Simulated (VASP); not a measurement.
Ti:

```
CELL_PARAMETERS angstrom
1.61855 -5.13438 0.00000
1.61855 5.13438 0.00000
0.00000 0.00000 4.28354
ATOMIC_POSITIONS crystal
Ti 0.09800 0.90200 0.91000
Ti 0.59800 0.40200 0.59000
Ti 0.90200 0.09800 0.09000
Ti 0.40200 0.59800 0.41000
```

| Quantity | Value |
| --- | --- |
| Program | VASP 6.6.1 |
| Task | relaxation of cell and atoms |
| Functional | PBE |
| Potentials or basis | VASP PAW PBE potentials, release 64 (Ti_sv) |
| Cutoff | 600 eV |
| k mesh | 6 × 6 × 4 |
| Occupations | gaussian, width 0.1 eV |
| Spin | no spin polarisation |

At the start: pressure 10.3 GPa; volume 17.80 Å³/atom.

**Question.** How do energy, volume and symmetry change on relaxing?

**Answer.** Over 20 steps the energy falls by 1674.1 meV/atom and the volume is 17.52 Å³/atom (-1.6 %); space group Cmce (No. 64, to 0.1 Å) before, Fmmm (No. 69, to 0.1 Å).

The path:
| step | energy change (eV) | largest force (eV/Å) | pressure (GPa) | volume (Å³) |
| --- | --- | --- | --- | --- |
| 1 | 0.0000 | 3.8634 | 10.30 | 71.19 |
| 2 | -2.6746 | 3.0578 | -5.51 | 83.62 |
| 3 | -3.4796 | 1.5150 | -15.15 | 96.58 |
| 4 | -5.1997 | 1.1376 | -14.91 | 87.79 |
| 5 | -5.7675 | 1.8239 | -2.51 | 76.61 |
| 6 | -5.9456 | 0.9847 | -10.03 | 81.23 |
| 7 | -5.9738 | 1.0962 | -8.62 | 80.14 |
| 8 | -6.4240 | 0.6034 | -1.24 | 72.23 |
| 9 | -6.4563 | 0.4263 | 2.21 | 69.72 |
| 10 | -6.5066 | 0.1323 | 0.94 | 70.37 |
| 11 | -6.5228 | 0.2651 | -0.20 | 71.05 |
| 12 | -6.5726 | 0.3004 | -0.54 | 71.19 |
| 13 | -6.6704 | 0.3035 | -1.19 | 71.30 |
| 14 | -6.6698 | 0.3009 | -1.07 | 71.31 |
| 15 | -6.6718 | 0.3019 | -1.14 | 71.31 |
| 16 | -6.6894 | 0.1372 | 1.16 | 69.48 |
| 17 | -6.6898 | 0.1576 | 0.87 | 69.69 |
| 18 | -6.6951 | 0.0854 | -0.47 | 70.44 |
| 19 | -6.6959 | 0.0513 | -0.14 | 70.24 |
| 20 | -6.6966 | 0.0165 | 0.08 | 70.09 |

Final structure:
```
Ti
1.0
     1.46588   -4.85204    0.00000
     1.46588    4.85204    0.00000
     0.00000    0.00000    4.92718
Ti
4
Direct
  0.13494 0.86506 0.00002
  0.63494 0.36506 0.49998
  0.86506 0.13494 0.99998
  0.36506 0.63494 0.50002
```

Caveat: the k points lie up to 0.37 Å⁻¹ apart in the final cell, too coarse for converged energies and pressures of a metal; a cell axis changed by over 15 % at a fixed basis, so the end point is rough.
